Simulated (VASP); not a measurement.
# Co (P6/mmm) in VASP: a series of runs, part 2 of 2

VASP 6.6.1.

### 4 Single point, LDA (volume scaled by 0.92)

Input file INCAR:

```
SYSTEM = Co
  PREC = Accurate
  ENCUT = 600
  EDIFF = 1E-6
  ISMEAR = -1
  SIGMA = 0.1
  LREAL = .False.
  LASPH = .True.
  NELM = 120
  ALGO = Normal
  ISIF = 2
  LWAVE = .False.
  LCHARG = .False.
  NBANDS = 20
  GGA_COMPAT = .False.
```

Input file KPOINTS:

```
regular mesh
0
Gamma
  11 11 15
  0 0 0
```

Input file POSCAR:

```
Co
1.0
    3.7119436788      0.0000000000      0.0000000000
   -1.8559718394      3.2146375233      0.0000000000
    0.0000000000      0.0000000000      2.2724329214
Co
3
Direct
    0.0000000000      0.0000000000      0.0000000000
    0.3333333333      0.6666666667      0.5000000000
    0.6666666667      0.3333333333      0.5000000000
```

Potentials or basis: VASP PAW LDA potentials, release 64 (Co).

Run with:

```bash
cat potpaw_LDA.64/Co/POTCAR > POTCAR
mpirun -np 1 vasp_std > vasp.out
```

OUTCAR:

```text
SYSTEM = Co
   PREC = Accurate
   ENCUT = 600
   EDIFF = 1E-6
   ISMEAR = -1
   LREAL = .False.
   LASPH = .True.
   NELM = 120
   ISIF = 2

 ion  position               nearest neighbor table
   1  0.000  0.000  0.000-   2 2.43   3 2.43   2 2.43   3 2.43   3 2.43   3 2.43   2 2.43   2 2.43
                             3 2.43   3 2.43   2 2.43   2 2.43
   2  0.333  0.667  0.500-   3 2.14   3 2.14   3 2.14   1 2.43   1 2.43   1 2.43   1 2.43   1 2.43
                             1 2.43   3 3.12   3 3.12   3 3.12   3 3.12   3 3.12   3 3.12
   3  0.667  0.333  0.500-   2 2.14   2 2.14   2 2.14   1 2.43   1 2.43   1 2.43   1 2.43   1 2.43
                             1 2.43   2 3.12   2 3.12   2 3.12   2 3.12   2 3.12   2 3.12

  LATTYP: Found a hexagonal cell.
 ALAT       =     3.7119436788
 C/A-ratio  =     0.6121948817

  Lattice vectors:

 A1 = (   3.7119436788,   0.0000000000,   0.0000000000)
 A2 = (  -1.8559718394,   3.2146375233,   0.0000000000)
 A3 = (   0.0000000000,   0.0000000000,   2.2724329214)

Analysis of symmetry for initial positions (statically):
=====================================================================
 Subroutine PRICEL returns:
 Original cell was already a primitive cell.

 Routine SETGRP: Setting up the symmetry group for a
 hexagonal supercell.

 Subroutine GETGRP returns: Found 24 space group operations
 (whereof 24 operations were pure point group operations)
 out of a pool of 24 trial point group operations.

The static configuration has the point symmetry D_6h.

Analysis of symmetry for dynamics (positions and initial velocities):
=====================================================================
 Subroutine PRICEL returns:
 Original cell was already a primitive cell.

 Routine SETGRP: Setting up the symmetry group for a
 hexagonal supercell.

 Subroutine GETGRP returns: Found 24 space group operations
 (whereof 24 operations were pure point group operations)
 out of a pool of 24 trial point group operations.
[... 119 lines left out ...]
   EFERMI_NEDOS =   21; number of points for ismear=-14 and -15
   IALGO  =     38    algorithm
   IMIX   =      4    mixing-type and parameters
     AMIX     =   0.40;   BMIX     =  1.00
     AMIX_MAG =   1.60;   BMIX_MAG =  1.00
  volume/ion in A,a.u.               =       9.04        61.00
  Fermi-wavevector in a.u.,A,eV,Ry     =   1.634762  3.089253 36.360857  2.672448
  Thomas-Fermi vector in A             =   2.726347
   LORBIT       =      0    0 simple, 1 ext, 2 COOP (PROOUT), +10 PAW based schemes
   GGA     = CA    functional components
   LHFCALC =     F    Hartree Fock is set to
   AEXX    =    0.0000 exact exchange contribution
   IVDW    =     0    specifies the selected vdW correction
   LEPSILON=     F    determine dielectric tensor
   LRPA    =     F    only Hartree local field effects (RPA)
 non-spin polarized calculation
  energy-cutoff  :      600.00
  volume of cell :       27.12
 maximum number of plane-waves:       939
 NGX is ok and might be reduce to    30
   NGX = 15   NGY = 15   NGZ =  9

 number of electron      26.9999993 magnetization

 Free energy of the ion-electron system (eV)
  ---------------------------------------------------
  ext. energy  EPLUGINS =         0.00000000
  ---------------------------------------------------
  free energy    TOTEN  =       -23.58237137 eV

  energy without entropy =      -23.33695980  energy(sigma->0) =      -23.45966559

 E-fermi :  12.9093     XC(G=0): -14.8472

 val. band max:       12.9079699332   @ k =   0.3636   0.0909   0.1333
 cond. band min:      12.9126077959   @ k =   0.1818   0.1818   0.3333
 fundamental gap:      0.0046378627
 Fermi energy:        12.9092767623

 k-point     1 :       0.0000    0.0000    0.0000
  band No.  band energies     occupation
      1       2.8850      2.00000
      2       7.7032      2.00000
      3       9.3499      2.00000
      4       9.3499      2.00000
      5       9.3634      2.00000
      6       9.3634      2.00000
[... 541 lines left out ...]
     19      22.7717      0.00000
     20      24.4886      0.00000

 [... further k-points ...]

------------------------ aborting loop because EDIFF is reached ----------------------------------------

  FORCE on cell =-STRESS in cart. coord.  units (eV):
  Direction    XX          YY          ZZ          XY          YZ          ZX
  --------------------------------------------------------------------------------------
  -------------------------------------------------------------------------------------
  Total        4.8833638      4.8833638      4.7018477      0.0000000      0.0000000      0.0000000
  in kB      288.5394519    288.5394519    277.8143504      0.0000000      0.0000000      0.0000000
  external PRESSURE =     284.9644181 kB  Pullay stress =       0.0000000 kB

 VOLUME and BASIS-vectors are now :
 -----------------------------------------------------------------------------
  energy-cutoff  :      600.00
  volume of cell :       27.12
      direct lattice vectors                 reciprocal lattice vectors
     3.711943679  0.000000000  0.000000000     0.269400639  0.155538532  0.000000000
    -1.855971839  3.214637523  0.000000000     0.000000000  0.311077063  0.000000000
     0.000000000  0.000000000  2.272432921     0.000000000  0.000000000  0.440056994

 POSITION                                       TOTAL-FORCE (eV/Angst)
 -----------------------------------------------------------------------------------
      0.00000      0.00000      0.00000        -0.000000      0.000000      0.000000
     -0.00000      2.14309      1.13622        -0.000000      0.000000     -0.000000
      1.85597      1.07155      1.13622         0.000000      0.000000      0.000000
 -----------------------------------------------------------------------------------
    total drift:                               -0.000000      0.000000      0.000000

  FREE ENERGIE OF THE ION-ELECTRON SYSTEM (eV)
  ---------------------------------------------------
  free  energy   TOTEN  =       -23.5823713676 eV

  energy  without entropy=      -23.3369598026  energy(sigma->0) =      -23.45966559
```

stdout:

```text
POSCAR found type information on POSCAR Co
 POSCAR found :  1 types and       3 ions
 scaLAPACK will be used
 LDA part: xc-table for (Slater(with rela. corr.)+CA(PZ))
 , standard interpolation
 POSCAR, INCAR and KPOINTS ok, starting setup
 FFT: planning ... GRIDC
 FFT: planning ... GRID_SOFT
 FFT: planning ... GRID
 WAVECAR not read
 entering main loop
```

It took 61 s on 1 thread of Intel Xeon 6975P-C, shared host; peak memory 0.18 GiB.

What came out:

| Quantity | Value |
| --- | --- |
| Free energy | -23.5824 eV |
| Pressure | 28.5 GPa |

Levels at points of the mesh, in eV from the Fermi level:
| k point | band 11 | band 12 | band 13 | band 14 | band 15 | band 16 | band 17 | band 18 |
| --- | --- | --- | --- | --- | --- | --- | --- | --- |
| (0.00, 0.00, 0.00) | -1.22 | -1.22 | -1.19 | -1.19 | 0.57 | 0.57 | 7.98 | 7.98 |

Caveat: the run has no spin polarisation, though such a crystal can be magnetic. Spin polarisation is off, so any magnetic state and its effect on volume and gap are missing.

### 5 The runs side by side

```csv
spin,cell,cutoff (eV),smearing,gap on the mesh (eV),pressure (GPa)
"collinear, ferromagnetic start","a = 3.803, b = 3.803, c = 2.345 Å, angles 90.0, 90.0, 120.0°, 3 atoms",520,fermi-dirac 0.05 eV,none,9.2
off,"a = 3.657, b = 3.657, c = 2.239 Å, angles 90.0, 90.0, 120.0°, 3 atoms",600,fermi-dirac 0.1 eV,none,49.1
off,"a = 3.712, b = 3.712, c = 2.272 Å, angles 90.0, 90.0, 120.0°, 3 atoms",600,fermi-dirac 0.1 eV,none,28.5
```

Alike in all rows: task single point; level LDA; potentials or basis VASP PAW LDA potentials, release 64 (Co); k mesh 11 × 11 × 15.

Total energies depend on the potentials used, so only differences within one code and one set of settings carry meaning.
